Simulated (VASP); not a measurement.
# CoSi2 (Fm-3m) in VASP: notebook

CoSi2 is run at these levels: PBEsol; tasks: single point.

All numbers are computed with VASP 6.6.1; they aren't measurements. Logs are shortened: lines on timing, memory, paths and dates and some standing lists are left out, and cuts for length are marked.

### Step 1. The cell of the first run

The structure is cubic, space group Fm-3m (No. 225). The conventional cell has a = 5.356 Å, b = 5.356 Å, c = 5.356 Å, α = 90.00°, β = 90.00°, γ = 90.00°. Co (site symmetry m-3m) has 8 Si at 2.32 Å within 3.1 Å. Si (site symmetry -43m) has 4 Co at 2.32 Å and 6 Si at 2.68 Å within 3.1 Å.

### Step 2. Single point, PBEsol, collinear spin, ferromagnetic start

INCAR reads:

```
  PREC = Accurate
  ENCUT = 520
  EDIFF = 1E-6
  ISMEAR = -1
  SIGMA = 0.05
  LREAL = False
  LASPH = True
  NELM = 150
  ALGO = Normal
  ISIF = 2
  LWAVE = False
  LCHARG = True
  ISPIN = 2
  MAGMOM = 0.5 0 0
  LORBIT = 11
  NUPDOWN = 0.5
  LMAXMIX = 4
  GGA = PS
  LELF = True
  LVHAR = True
  NBANDS = 20
```

KPOINTS reads:

```
Automatic mesh
0
Gamma
  7 7 7
```

POSCAR reads:

```
CoSi2
1.0
    0.0000000000      2.6780000000      2.6780000000
    2.6780000000      0.0000000000      2.6780000000
    2.6780000000      2.6780000000      0.0000000000
Co Si
1 2
Direct
    0.0000000000      0.0000000000      0.0000000000
    0.7500000000      0.7500000000      0.7500000000
    0.2500000000      0.2500000000      0.2500000000
```

Potentials or basis: VASP PAW PBE potentials, release 64 (Co, Si).

Launch:

```sh
$ cat potpaw_PBE.64/Co/POTCAR potpaw_PBE.64/Si/POTCAR > POTCAR
$ mpirun -np 1 vasp_std > vasp.out
```

OUTCAR:

```text
PREC = Accurate
   ENCUT = 520
   EDIFF = 1E-6
   ISMEAR = -1
   LREAL = False
   LASPH = True
   NELM = 150
   ISIF = 2
   ISPIN = 2
   LORBIT = 11
   NUPDOWN = 0.5
   GGA = PS

 ion  position               nearest neighbor table
   1  0.000  0.000  0.000-   2 2.32   3 2.32   2 2.32   2 2.32   3 2.32   2 2.32   3 2.32   3 2.32

   2  0.750  0.750  0.750-   1 2.32   1 2.32   1 2.32   1 2.32   3 2.68   3 2.68   3 2.68   3 2.68
                             3 2.68   3 2.68
   3  0.250  0.250  0.250-   1 2.32   1 2.32   1 2.32   1 2.32   2 2.68   2 2.68   2 2.68   2 2.68
                             2 2.68   2 2.68

  LATTYP: Found a face centered cubic cell.
 ALAT       =     5.3560000000

  Lattice vectors:

 A1 = (   0.0000000000,   2.6780000000,   2.6780000000)
 A2 = (   2.6780000000,   0.0000000000,   2.6780000000)
 A3 = (   2.6780000000,   2.6780000000,   0.0000000000)

Analysis of symmetry for initial positions (statically):
=====================================================================
 Subroutine PRICEL returns:
 Original cell was already a primitive cell.

 Routine SETGRP: Setting up the symmetry group for a
 face centered cubic supercell.

 Subroutine GETGRP returns: Found 48 space group operations
 (whereof 48 operations were pure point group operations)
 out of a pool of 48 trial point group operations.

The static configuration has the point symmetry O_h .

Analysis of symmetry for dynamics (positions and initial velocities):
=====================================================================
 Subroutine PRICEL returns:
 Original cell was already a primitive cell.

 Routine SETGRP: Setting up the symmetry group for a
 face centered cubic supercell.

 Subroutine GETGRP returns: Found 48 space group operations
 (whereof 48 operations were pure point group operations)
 out of a pool of 48 trial point group operations.

The dynamic configuration has the point symmetry O_h .

Analysis of structural, dynamic, and magnetic symmetry:
=====================================================================
 Subroutine PRICEL returns:
 Original cell was already a primitive cell.

 Routine SETGRP: Setting up the symmetry group for a
 face centered cubic supercell.

 Subroutine GETGRP returns: Found 48 space group operations
 (whereof 48 operations were pure point group operations)
 out of a pool of 48 trial point group operations.

The overall configuration has the point symmetry O_h .

 Subroutine INISYM returns: Found 48 space group operations
 (whereof 48 operations are pure point group operations),
 and found     1 'primitive' translations

----------------------------------------------------------------------------------------

                                     Primitive cell

  volume of cell :      38.4115

  direct lattice vectors                    reciprocal lattice vectors
     0.000000000  2.678000000  2.678000000    -0.186706497  0.186706497  0.186706497
     2.678000000  0.000000000  2.678000000     0.186706497 -0.186706497  0.186706497
     2.678000000  2.678000000  0.000000000     0.186706497  0.186706497 -0.186706497

  length of vectors
     3.787263920  3.787263920  3.787263920     0.323385140  0.323385140  0.323385140

  position of ions in fractional coordinates (direct lattice)
     0.000000000  0.000000000  0.000000000
     0.750000000  0.750000000  0.750000000
     0.250000000  0.250000000  0.250000000

  ion indices of the primitive-cell ions
   primitive index   ion index
                 1           1
                 2           2
                 3           3

----------------------------------------------------------------------------------------

 KPOINTS: Automatic mesh

Automatic generation of k-mesh.
 Grid dimensions read from file:
 generate k-points for:    7    7    7

 Generating k-lattice:

  Cartesian coordinates                     Fractional coordinates (reciprocal lattice)
    -0.026672357  0.026672357  0.026672357     0.142857143  0.000000000  0.000000000
     0.026672357 -0.026672357  0.026672357     0.000000000  0.142857143  0.000000000
     0.026672357  0.026672357 -0.026672357     0.000000000  0.000000000  0.142857143

  Length of vectors
     0.046197877  0.046197877  0.046197877

  Shift w.r.t. Gamma in fractional coordinates (k-lattice)
     0.000000000  0.000000000  0.000000000

 Subroutine IBZKPT returns following result:
 ===========================================

 Found     20 irreducible k-points:

 Following reciprocal coordinates:
            Coordinates               Weight
  0.000000  0.000000  0.000000      1.000000
  0.142857  0.000000  0.000000      8.000000
  0.285714  0.000000  0.000000      8.000000
  0.428571  0.000000  0.000000      8.000000
  0.142857  0.142857  0.000000      6.000000
  0.285714  0.142857  0.000000     24.000000
[... 12 lines left out ...]
 -0.428571  0.428571  0.142857     24.000000
 -0.285714  0.428571  0.142857     24.000000
   k-points           NKPTS =     20   k-points in BZ     NKDIM =     20   number of bands    NBANDS=     20
   number of dos      NEDOS =    301   number of ions     NIONS =      3
   total plane-waves  NPLWV =  21952
   dimension x,y,z NGX =    28 NGY =   28 NGZ =   28
   dimension x,y,z NGXF=    56 NGYF=   56 NGZF=   56
   ions per type =               1   2
   NGX,Y,Z   is equivalent  to a cutoff of  12.29, 12.29, 12.29 a.u.
   NGXF,Y,Z  is equivalent  to a cutoff of  24.58, 24.58, 24.58 a.u.
 SYSTEM =  unknown system
   PREC   = accura    normal or accurate (medium, high low for compatibility)
   ISTART =      0    job   : 0-new  1-cont  2-samecut
   ICHARG =      2    charge: 1-file 2-atom 10-const
   ISPIN  =      2    spin polarized calculation?
   LNONCOLLINEAR =      F non collinear calculations
   LSORBIT =      F    spin-orbit coupling
   LASPH  =      T    aspherical Exc in radial PAW
   ENCUT  =  520.0 eV  38.22 Ry    6.18 a.u.   7.04  7.04  7.04*2*pi/ulx,y,z
   NELM   =    150;   NELMIN=  2; NELMDL= -5     # of ELM steps
   EDIFF  = 0.1E-05   stopping-criterion for ELM
   LREAL  =      F    real-space projection
   EDIFFG = 0.1E-04   stopping-criterion for IOM
   NSW    =      0    number of steps for IOM
   IBRION =     -1    ionic relax: 0-MD 1-quasi-New 2-CG
   NFREE  =      0    steps in history (QN), initial steepest desc. (CG)
   ISIF   =      2    stress and relaxation
   ISYM   =      2    0-nonsym 1-usesym 2-fastsym
   POTIM  = 0.5000    time-step for ionic-motion
   TEBEG  =    0.0;   TEEND  =   0.0 temperature during run
   PSTRESS=    0.0 pullay stress
   NELECT =      17.0000    total number of electrons
   NUPDOWN=       0.5000    fix difference up-down
   EMIN   =  10.00;   EMAX   =-10.00  energy-range for DOS
   EFERMI =   0.00;   METHOD = LEGACY
   ISMEAR =    -1;   SIGMA  =   0.05  broadening in eV -4-tet -1-fermi 0-gaus
   EFERMI_NEDOS =   21; number of points for ismear=-14 and -15
   IALGO  =     38    algorithm
   IMIX   =      4    mixing-type and parameters
     AMIX     =   0.40;   BMIX     =  1.00
     AMIX_MAG =   1.60;   BMIX_MAG =  1.00
  volume/ion in A,a.u.               =      12.80        86.40
  Fermi-wavevector in a.u.,A,eV,Ry     =   1.247586  2.357596 21.177078  1.556471
  Thomas-Fermi vector in A             =   2.381712
   LORBIT       =     11    0 simple, 1 ext, 2 COOP (PROOUT), +10 PAW based schemes
   GGA     = PS    functional components
   LHFCALC =     F    Hartree Fock is set to
   AEXX    =    0.0000 exact exchange contribution
   IVDW    =     0    specifies the selected vdW correction
   LEPSILON=     F    determine dielectric tensor
   LRPA    =     F    only Hartree local field effects (RPA)
 spin polarized calculation
  energy-cutoff  :      520.00
  volume of cell :       38.41
 maximum number of plane-waves:      1047
   NGX = 15   NGY = 15   NGZ = 15

 number of electron      16.9999995 magnetization       0.5000000

 Free energy of the ion-electron system (eV)
  ---------------------------------------------------
  ext. energy  EPLUGINS =         0.00000000
  ---------------------------------------------------
  free energy    TOTEN  =       -20.86650134 eV

  energy without entropy =      -20.85301618  energy(sigma->0) =      -20.85975876

 E-fermi :   9.6762     XC(G=0): -11.8556

 val. band max:       10.5853027653   @ k =  -0.2857   0.1429   0.0000
 cond. band min:       9.8311101061   @ k =   0.4286   0.0000   0.0000
 fundamental gap:     -0.7541926591
 Fermi energy:        10.6210788158

 spin component 1

 k-point     1 :       0.0000    0.0000    0.0000
  band No.  band energies     occupation
      1      -3.1773      1.00000
      2       5.8179      1.00000
      3       5.8179      1.00000
      4       5.8179      1.00000
      5       7.9423      1.00000
      6       7.9423      1.00000
[... 12 lines left out ...]
     19      20.3132      0.00000
[... 420 lines left out ...]
      3       3.7003      1.00000
      4       4.8194      1.00000
      5       7.3214      1.00000
      6       7.5510      1.00000
[... 12 lines left out ...]
     19      24.5673      0.00000
     20      27.5405      0.00000
 Fermi energy:         9.6762195159

 spin component 2

 k-point     1 :       0.0000    0.0000    0.0000
  band No.  band energies     occupation
      1      -3.0637      1.00000
      2       5.9976      1.00000
      3       5.9976      1.00000
      4       5.9976      1.00000
      5       8.2049      1.00000
      6       8.2050      1.00000
[... 12 lines left out ...]
     19      20.3631      0.00000
[... 421 lines left out ...]
      4       4.9513      1.00000
      5       7.5107      1.00000
      6       7.7648      1.00000
[... 12 lines left out ...]
     19      24.6840      0.00000
     20      27.6584      0.00000

------------------------ aborting loop because EDIFF is reached ----------------------------------------

  FORCE on cell =-STRESS in cart. coord.  units (eV):
  Direction    XX          YY          ZZ          XY          YZ          ZX
  --------------------------------------------------------------------------------------
  -------------------------------------------------------------------------------------
  Total       -0.8640673     -0.8640673     -0.8640673      0.0000000     -0.0000000      0.0000000
  in kB      -36.0409680    -36.0409680    -36.0409680      0.0000000     -0.0000000      0.0000000
  external PRESSURE =     -36.0409680 kB  Pullay stress =       0.0000000 kB

 VOLUME and BASIS-vectors are now :
 -----------------------------------------------------------------------------
  energy-cutoff  :      520.00
  volume of cell :       38.41
      direct lattice vectors                 reciprocal lattice vectors
     0.000000000  2.678000000  2.678000000    -0.186706497  0.186706497  0.186706497
     2.678000000  0.000000000  2.678000000     0.186706497 -0.186706497  0.186706497
     2.678000000  2.678000000  0.000000000     0.186706497  0.186706497 -0.186706497

 POSITION                                       TOTAL-FORCE (eV/Angst)
 -----------------------------------------------------------------------------------
      0.00000      0.00000      0.00000         0.000000     -0.000000     -0.000000
      4.01700      4.01700      4.01700         0.000000      0.000000      0.000000
      1.33900      1.33900      1.33900        -0.000000     -0.000000     -0.000000
 -----------------------------------------------------------------------------------
    total drift:                               -0.000000     -0.000000      0.000000

  FREE ENERGIE OF THE ION-ELECTRON SYSTEM (eV)
  ---------------------------------------------------
  free  energy   TOTEN  =       -20.8665013352 eV

  energy  without entropy=      -20.8530161806  energy(sigma->0) =      -20.85975876

 total charge

# of ion       s       p       d       tot
------------------------------------------
    1        0.544   0.725   7.594   8.863
    2        0.719   0.870   0.000   1.589
    3        0.719   0.870   0.000   1.589
--------------------------------------------------
tot          1.982   2.465   7.594  12.041

 magnetization (x)

# of ion       s       p       d       tot
------------------------------------------
    1        0.004   0.063   0.240   0.308
    2        0.005   0.032   0.000   0.037
    3        0.005   0.032   0.000   0.037
--------------------------------------------------
tot          0.014   0.128   0.240   0.382
```

Wall time 42 s (1 thread of Intel Xeon Platinum 8259CL at 2.50GHz (Skylake/Cascade Lake), shared host); peak memory 0.18 GiB.

What came out:

```yaml
Free_energy: -20.8665 eV
Pressure: -3.6 GPa
Net_moment: 0.50 μB per cell
Site_moments: Co +0.31; Si +0.04 μB
Valence_electrons_inside_the_program's_atomic_spheres: Co 8.86; Si 1.59
```

Caveat: the PAW data sets were made with another functional, which shifts forces and pressure a little; the total moment is fixed, so each spin has its own Fermi level.

### Step 3. Single point, PBEsol, collinear spin, ferromagnetic start

INCAR reads:

```
SYSTEM = CoSi2
PREC = Accurate
ENCUT = 520
EDIFF = 1E-6
ISMEAR = -1
SIGMA = 0.05
LREAL = .False.
LASPH = .True.
NELM = 150
ALGO = Normal
ISIF = 2
LWAVE = .False.
LCHARG = .False.
ISPIN = 2
MAGMOM = 1 0 0
LORBIT = 11
NUPDOWN = 1.0
LMAXMIX = 4
GGA = PS
NBANDS = 20
```

KPOINTS reads:

```
regular mesh
0
Gamma
  7 7 7
  0 0 0
```

POSCAR is that of step 2.

Potentials or basis: VASP PAW PBE potentials, release 64 (Co, Si).

Launch:

```sh
$ cat potpaw_PBE.64/Co/POTCAR potpaw_PBE.64/Si/POTCAR > POTCAR
$ mpirun -np 1 vasp_std > vasp.out
```

It took 38 s on 1 thread of Intel Xeon Platinum 8259CL at 2.50GHz (Skylake/Cascade Lake), shared host; peak memory 0.18 GiB.

The run converged. Its results:

| Quantity | Value |
| --- | --- |
| Free energy | -20.5159 eV |
| Pressure | -0.1 GPa |
| Net moment | 1.00 μB per cell |
| Site moments | Co +0.63; Si +0.08 μB |
| Valence electrons inside the program's atomic spheres | Co 8.85; Si 1.60 |

Caveat: the PAW data sets were made with another functional, which shifts forces and pressure a little; the total moment is fixed, so each spin has its own Fermi level.

### Step 4. Single point, PBEsol, collinear spin, ferromagnetic start

INCAR reads:

```
ALGO = Normal ; EDIFF = 1E-7
ENCUT = 520 ; GGA = PS
ISIF = 2 ; ISMEAR = -1
ISPIN = 2 ; LASPH = True
LCHARG = False ; LMAXMIX = 4
LORBIT = 11 ; LREAL = False
LWAVE = False ; MAGMOM = 1.5 0 0
NBANDS = 20 ; NELM = 150
NUPDOWN = 1.5 ; PREC = Accurate
SIGMA = 0.05
```

KPOINTS reads:

```
k-points
0
Gamma
  7 7 7
```

POSCAR is that of step 3.

Launch:

```sh
$ cat potpaw_PBE.64/Co/POTCAR potpaw_PBE.64/Si/POTCAR > POTCAR
$ mpirun -np 1 vasp_std > vasp.out
```

Run time: 42 s. Hardware: 1 thread of Intel Xeon Platinum 8259CL at 2.50GHz (Skylake/Cascade Lake), shared host; peak memory 0.18 GiB.

The run converged. Its results:

```
Free energy                                           : -19.9725 eV
Pressure                                              : 5.2 GPa
Net moment                                            : 1.50 μB per cell
Site moments                                          : Co +0.94; Si +0.12 μB
Valence electrons inside the program's atomic spheres : Co 8.83; Si 1.61
```

Caveat: the PAW data sets were made with another functional, which shifts forces and pressure a little; the total moment is fixed, so each spin has its own Fermi level.

### Step 5. The runs side by side

| fixed moment (μB) | pressure (GPa) | moment (μB) |
| --- | --- | --- |
| 0.5 | -3.6 | 0.50 |
| 1.0 | -0.1 | 1.00 |
| 1.5 | 5.2 | 1.50 |

Alike in all rows: task single point; level PBEsol; potentials or basis VASP PAW PBE potentials, release 64 (Co, Si); spin collinear, ferromagnetic start; cell as given; k mesh 7 × 7 × 7; cutoff (eV) 520; smearing fermi-dirac 0.05 eV.

Caveats: the PAW data sets were made with another functional, which shifts forces and pressure a little; the total moment is fixed, so each spin has its own Fermi level.

Total energies depend on the potentials used, so only differences within one code and one set of settings carry meaning.
